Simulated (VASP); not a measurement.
# CdTe (F-43m) in VASP: notebook, part 2 of 2

VASP 6.6.1. The steps go on from the part before.

## 5. Single point, PBEsol+D4, collinear spin (33.58 Å³/atom)

This run uses another cell than the first one, of 33.58 Å³/atom.

INCAR reads:

```
SYSTEM = CdTe
PREC = Accurate ; ENCUT = 520
EDIFF = 1E-6 ; ISMEAR = 1
SIGMA = 0.01 ; LREAL = .FALSE.
LASPH = .TRUE. ; NELM = 150
ALGO = Normal ; ISIF = 2
LWAVE = .FALSE. ; LCHARG = .FALSE.
ISPIN = 2 ; MAGMOM = 1 0
LORBIT = 11 ; NUPDOWN = 1.0
GGA = PS ; IVDW = 13
NBANDS = 20
```

KPOINTS reads:

```
regular mesh
0
G
  7 7 7
  0 0 0
```

POSCAR reads:

```
CdTe
1.0
    0.0000000000      3.2262257841      3.2262257841
    3.2262257841      0.0000000000      3.2262257841
    3.2262257841      3.2262257841      0.0000000000
Te Cd
1 1
Direct
    0.7500000000      0.7500000000      0.7500000000
    0.0000000000      0.0000000000      0.0000000000
```

Potentials or basis: VASP PAW PBE potentials, release 64 (Te, Cd).

Launch:

```sh
$ cat potpaw_PBE.64/Te/POTCAR potpaw_PBE.64/Cd/POTCAR > POTCAR
$ mpirun -np 1 vasp_std > vasp.out
```

OUTCAR:

```text
SYSTEM = CdTe
   PREC = Accurate
   ENCUT = 520
   EDIFF = 1E-6
   ISMEAR = 1
   LREAL = .FALSE.
   LASPH = .TRUE.
   NELM = 150
   ISIF = 2
   ISPIN = 2
   LORBIT = 11
   NUPDOWN = 1.0
   GGA = PS
   IVDW = 13

 ion  position               nearest neighbor table
   1  0.750  0.750  0.750-   2 2.79   2 2.79   2 2.79   2 2.79
   2  0.000  0.000  0.000-   1 2.79   1 2.79   1 2.79   1 2.79

  LATTYP: Found a face centered cubic cell.
 ALAT       =     6.4524515682

  Lattice vectors:

 A1 = (   0.0000000000,   3.2262257841,   3.2262257841)
 A2 = (   3.2262257841,   0.0000000000,   3.2262257841)
 A3 = (   3.2262257841,   3.2262257841,   0.0000000000)

Analysis of symmetry for initial positions (statically):
=====================================================================
 Subroutine PRICEL returns:
 Original cell was already a primitive cell.

 Routine SETGRP: Setting up the symmetry group for a
 face centered cubic supercell.

 Subroutine GETGRP returns: Found 24 space group operations
 (whereof 24 operations were pure point group operations)
 out of a pool of 48 trial point group operations.

The static configuration has the point symmetry T_d .

Analysis of symmetry for dynamics (positions and initial velocities):
=====================================================================
 Subroutine PRICEL returns:
 Original cell was already a primitive cell.

 Routine SETGRP: Setting up the symmetry group for a
 face centered cubic supercell.

 Subroutine GETGRP returns: Found 24 space group operations
 (whereof 24 operations were pure point group operations)
 out of a pool of 48 trial point group operations.

The dynamic configuration has the point symmetry T_d .

Analysis of structural, dynamic, and magnetic symmetry:
=====================================================================
 Subroutine PRICEL returns:
 Original cell was already a primitive cell.

 Routine SETGRP: Setting up the symmetry group for a
 face centered cubic supercell.

 Subroutine GETGRP returns: Found 24 space group operations
[... 143 lines left out ...]
  free energy    TOTEN  =        -3.98255809 eV

  energy without entropy =       -3.98254068  energy(sigma->0) =       -3.98255228

 E-fermi :   1.3671     XC(G=0):  -8.9048

 val. band max:        4.8843594820   @ k =   0.2857   0.2857   0.0000
 cond. band min:       1.3981104258   @ k =  -0.4286   0.1429   0.0000
 fundamental gap:     -3.4862490562
 Fermi energy:         4.8947114288

 spin component 1

 k-point     1 :       0.0000    0.0000    0.0000
  band No.  band energies     occupation
      1      -9.3686      1.00000
      2      -5.9768      1.00000
      3      -5.9768      1.00000
      4      -5.9768      1.00000
      5      -5.6677      1.00000
      6      -5.6677      1.00000
[... 436 lines left out ...]
      6      -5.1769      1.00000
[... 12 lines left out ...]
     19      15.9307      0.00000
     20      17.3466      0.00000
 Fermi energy:         1.3670677389

 spin component 2

 k-point     1 :       0.0000    0.0000    0.0000
  band No.  band energies     occupation
      1      -8.9732      1.00000
      2      -5.8649      1.00000
      3      -5.8649      1.00000
      4      -5.8649      1.00000
      5      -5.5814      1.00000
      6      -5.5814      1.00000
[... 449 lines left out ...]
     19      16.3198      0.00000
     20      17.7122      0.00000

------------------------ aborting loop because EDIFF is reached ----------------------------------------

  DFT-D4 for vdW energy calculation

  Edisp (eV):   -0.43351

  FORCE on cell =-STRESS in cart. coord.  units (eV):
  Direction    XX          YY          ZZ          XY          YZ          ZX
  --------------------------------------------------------------------------------------
  -------------------------------------------------------------------------------------
  Total       1.28979     1.28979     1.28979     0.00000    -0.00000     0.00000
  in kB      30.76916    30.76916    30.76916     0.00000    -0.00000     0.00000
  external pressure =       30.77 kB  Pullay stress =        0.00 kB

 VOLUME and BASIS-vectors are now :
 -----------------------------------------------------------------------------
  energy-cutoff  :      520.00
  volume of cell :       67.16
      direct lattice vectors                 reciprocal lattice vectors
     0.000000000  3.226225784  3.226225784    -0.154979854  0.154979854  0.154979854
     3.226225784  0.000000000  3.226225784     0.154979854 -0.154979854  0.154979854
     3.226225784  3.226225784  0.000000000     0.154979854  0.154979854 -0.154979854

 POSITION                                       TOTAL-FORCE (eV/Angst)
 -----------------------------------------------------------------------------------
      4.83934      4.83934      4.83934         0.000000      0.000000      0.000000
      0.00000      0.00000      0.00000        -0.000000     -0.000000     -0.000000
 -----------------------------------------------------------------------------------
    total drift:                                0.000000      0.000000      0.000000

  FREE ENERGIE OF THE ION-ELECTRON SYSTEM (eV)
  ---------------------------------------------------
  free  energy   TOTEN  =        -4.4160693296 eV

  energy  without entropy=       -4.4160519228  energy(sigma->0) =       -4.41606353

 total charge

# of ion       s       p       d       tot
------------------------------------------
    1        1.399   1.942   0.036   3.377
    2        0.558   0.308   9.500  10.365
--------------------------------------------------
tot          1.956   2.250   9.535  13.742

 magnetization (x)

# of ion       s       p       d       tot
------------------------------------------
    1        0.044   0.295   0.015   0.354
    2        0.094   0.042   0.031   0.167
--------------------------------------------------
tot          0.138   0.337   0.046   0.521
```

Wall time 66 s (1 thread of Intel Xeon 8259CL, shared host); peak memory 0.26 GiB.

Results:

```
Free energy                                           : -4.4161 eV
Pressure                                              : 3.1 GPa
Net moment                                            : 1.00 μB per cell
Site moments                                          : Te +0.35; Cd +0.17 μB
Valence electrons inside the program's atomic spheres : Te 3.38; Cd 10.37
Dispersion energy per atom                            : -0.217 eV
```

Caveat: the cell stands under pressure; the PAW data sets were made with another functional, which shifts forces and pressure a little; spin-orbit coupling is left out, which moves the levels of the heavy elements; the total moment is fixed, so each spin has its own Fermi level and the state may be an excited one.

## 6. Single point, PBEsol+D4, collinear spin (34.24 Å³/atom)

This run uses another cell than the first one, of 34.24 Å³/atom.

INCAR reads:

```
SYSTEM = CdTe
  ALGO = Normal
  EDIFF = 1E-6
  ENCUT = 520
  GGA = PS
  ISIF = 2
  ISMEAR = 1
  ISPIN = 2
  IVDW = 13
  LASPH = .True.
  LCHARG = .True.
  LELF = .True.
  LORBIT = 11
  LREAL = .False.
  LVHAR = .True.
  LWAVE = .False.
  MAGMOM = 1 0
  NBANDS = 20
  NELM = 150
  NUPDOWN = 1.0
  PREC = Accurate
  SIGMA = 0.01
```

KPOINTS reads:

```
k-points
0
Gamma
  7 7 7
  0 0 0
```

POSCAR reads:

```
CdTe
1.0
    0.0000000000      3.2471758892      3.2471758892
    3.2471758892      0.0000000000      3.2471758892
    3.2471758892      3.2471758892      0.0000000000
Te Cd
1 1
Direct
    0.7500000000      0.7500000000      0.7500000000
    0.0000000000      0.0000000000      0.0000000000
```

Potentials or basis: VASP PAW PBE potentials, release 64 (Te, Cd).

Launch:

```sh
$ cat potpaw_PBE.64/Te/POTCAR potpaw_PBE.64/Cd/POTCAR > POTCAR
$ mpirun -np 1 vasp_std > vasp.out
```

OUTCAR:

```text
SYSTEM = CdTe
   EDIFF = 1E-6
   ENCUT = 520
   GGA = PS
   ISIF = 2
   ISMEAR = 1
   ISPIN = 2
   IVDW = 13
   LASPH = .True.
   LORBIT = 11
   LREAL = .False.
   NELM = 150
   NUPDOWN = 1.0
   PREC = Accurate

 ion  position               nearest neighbor table
   1  0.750  0.750  0.750-   2 2.81   2 2.81   2 2.81   2 2.81
   2  0.000  0.000  0.000-   1 2.81   1 2.81   1 2.81   1 2.81

  LATTYP: Found a face centered cubic cell.
 ALAT       =     6.4943517784

  Lattice vectors:

 A1 = (   0.0000000000,   3.2471758892,   3.2471758892)
 A2 = (   3.2471758892,   0.0000000000,   3.2471758892)
 A3 = (   3.2471758892,   3.2471758892,   0.0000000000)
[... 1130 lines left out ...]

 VOLUME and BASIS-vectors are now :
 -----------------------------------------------------------------------------
  energy-cutoff  :      520.00
  volume of cell :       68.48
      direct lattice vectors                 reciprocal lattice vectors
     0.000000000  3.247175889  3.247175889    -0.153979956  0.153979956  0.153979956
     3.247175889  0.000000000  3.247175889     0.153979956 -0.153979956  0.153979956
     3.247175889  3.247175889  0.000000000     0.153979956  0.153979956 -0.153979956

 POSITION                                       TOTAL-FORCE (eV/Angst)
 -----------------------------------------------------------------------------------
      4.87076      4.87076      4.87076        -0.000000      0.000000     -0.000000
      0.00000      0.00000      0.00000         0.000000     -0.000000      0.000000
 -----------------------------------------------------------------------------------
    total drift:                                0.000000      0.000000      0.000000

  FREE ENERGIE OF THE ION-ELECTRON SYSTEM (eV)
  ---------------------------------------------------
  free  energy   TOTEN  =        -4.4378542430 eV

  energy  without entropy=       -4.4378395698  energy(sigma->0) =       -4.43784935

 total charge

# of ion       s       p       d       tot
------------------------------------------
    1        1.399   1.936   0.034   3.368
    2        0.555   0.297   9.500  10.352
--------------------------------------------------
tot          1.954   2.233   9.534  13.721

 magnetization (x)

# of ion       s       p       d       tot
------------------------------------------
    1        0.043   0.297   0.014   0.355
    2        0.096   0.040   0.030   0.166
--------------------------------------------------
tot          0.139   0.338   0.044   0.520
```

stdout:

```text
POSCAR found type information on POSCAR TeCd
 POSCAR found :  2 types and       2 ions
 scaLAPACK will be used
 -----------------------------------------------------------------------------
|                                                                             |
|                                                                             |
|     You enforced a specific xc type in the INCAR file but a different       |
|     I HOPE YOU KNOW WHAT YOU ARE DOING!                                     |
|                                                                             |
 -----------------------------------------------------------------------------

 LDA part: xc-table for (Slater+PW92), standard interpolation
 POSCAR, INCAR and KPOINTS ok, starting setup
 FFT: planning ... GRIDC
 FFT: planning ... GRID_SOFT
 FFT: planning ... GRID
 WAVECAR not read
 entering main loop
```

Wall time 96 s (1 thread of Intel Xeon 8259CL, shared host); peak memory 0.26 GiB.

Results:

```
Free energy                                           : -4.4379 eV
Pressure                                              : 2.2 GPa
Net moment                                            : 1.00 μB per cell
Site moments                                          : Te +0.35; Cd +0.17 μB
Valence electrons inside the program's atomic spheres : Te 3.37; Cd 10.35
Dispersion energy per atom                            : -0.213 eV
```

Caveat: the PAW data sets were made with another functional, which shifts forces and pressure a little; spin-orbit coupling is left out, which moves the levels of the heavy elements; the total moment is fixed, so each spin has its own Fermi level and the state may be an excited one.

## 7. The runs side by side

```csv
task,level,spin,fixed moment (μB),cell,k mesh,cutoff (eV),smearing,grid for exact exchange (PRECFOCK),share of exact exchange,gap on the mesh (eV),pressure (GPa),moment (μB)
relaxation of cell and atoms,PBE0,off,-,"relaxed from a = 4.533 Å, angles 60.0°, 2 atoms",4 × 4 × 4,600,fermi-dirac 0.05 eV,Normal,0.25,2.12,0.0,-
single point,PBE,off,-,"a = 4.533 Å, angles 60.0°, 2 atoms",3 × 3 × 3,520,fermi-dirac 0.02 eV,-,-,0.84,5.3,-
single point,PBEsol+D4,collinear,1.0,"a = 4.533 Å, angles 60.0°, 2 atoms",7 × 7 × 7,520,methfessel-paxton 0.01 eV,-,-,-,4.0,1.00
single point,PBEsol+D4,collinear,1.0,"a = 4.563 Å, angles 60.0°, 2 atoms",7 × 7 × 7,520,methfessel-paxton 0.01 eV,-,-,-,3.1,1.00
single point,PBEsol+D4,collinear,1.0,"a = 4.592 Å, angles 60.0°, 2 atoms",7 × 7 × 7,520,methfessel-paxton 0.01 eV,-,-,-,2.2,1.00
```

Alike in all rows: potentials or basis VASP PAW PBE potentials, release 64 (Te, Cd).

Caveats: some runs use coarse meshes; spin-orbit coupling is left out, which moves the levels of the heavy elements; the PAW data sets were made with another functional, which shifts forces and pressure a little (at least some runs); the total moment is fixed, so each spin has its own Fermi level and the state may be an excited one (at least some runs); the cell stands under pressure (at least some runs).

Total energies depend on the potentials used, so only differences within one code and one set of settings carry meaning.
